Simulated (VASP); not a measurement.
A run of VASP 6.6.1 is set up as follows.

Contents of POSCAR:

```
HfO2
1.0
    4.7804086996      0.0000000000      0.0000000000
    0.0000000000      4.7804086996      0.0000000000
    0.0000000000      0.0000000000      3.1997257684
Hf O
2 4
Direct
    0.0000000000      0.0000000000      0.0000000000
    0.5000000000      0.5000000000      0.5000000000
    0.1952373629      0.8047626371      0.5000000000
    0.3047626371      0.3047626371      0.0000000000
    0.6952373629      0.6952373629      0.0000000000
    0.8047626371      0.1952373629      0.5000000000
```

Contents of INCAR.step1:

```
SYSTEM = HfO2
PREC = Accurate ; ENCUT = 520
ISMEAR = 0 ; SIGMA = 0.02
LREAL = .FALSE. ; LASPH = .TRUE.
NELM = 80 ; NBANDS = 31
GGA = PE ; ALGO = Normal
EDIFF = 1E-4 ; LWAVE = .TRUE.
LCHARG = .FALSE.
```

File INCAR.step2:

```
SYSTEM = HfO2
PREC = Accurate ; ENCUT = 520
EDIFF = 1E-7 ; ISMEAR = 0
SIGMA = 0.02 ; LREAL = .FALSE.
LASPH = .TRUE. ; NELM = 80
ALGO = Normal ; ISIF = 2
LWAVE = .FALSE. ; LCHARG = .TRUE.
METAGGA = R2SCAN ; LMIXTAU = .TRUE.
LELF = .TRUE. ; LVHAR = .TRUE.
NBANDS = 31 ; ISTART = 1
```

File KPOINTS:

```
regular mesh
0
G
  6 6 8
  0 0 0
```

Potentials or basis: VASP PAW PBE potentials, release 64 (Hf_pv, O).

Run with:

```bash
$ cat potpaw_PBE.64/Hf_pv/POTCAR potpaw_PBE.64/O/POTCAR > POTCAR
$ cp INCAR.step1 INCAR
$ mpirun -np 1 vasp_std > vasp.out
$ cp INCAR.step2 INCAR
$ mpirun -np 1 vasp_std > vasp.out
```

Problem. What does it give for the band gap on the k mesh?

Solution. 4.58 eV.

Problem. Estimate the largest force.

Solution. 0.045 eV/Å.

Problem. What does it give for the pressure?

Solution. 4.0 GPa.

Stress tensor (GPa, compression positive):
```
4.25 0.00 0.00
0.00 4.25 0.00
0.00 0.00 3.41
```

Caveat: the cell stands under pressure; the PAW data sets were made with another functional, which shifts forces and pressure a little; spin-orbit coupling is left out, which moves the levels of the heavy elements. A k mesh can miss the band edges.
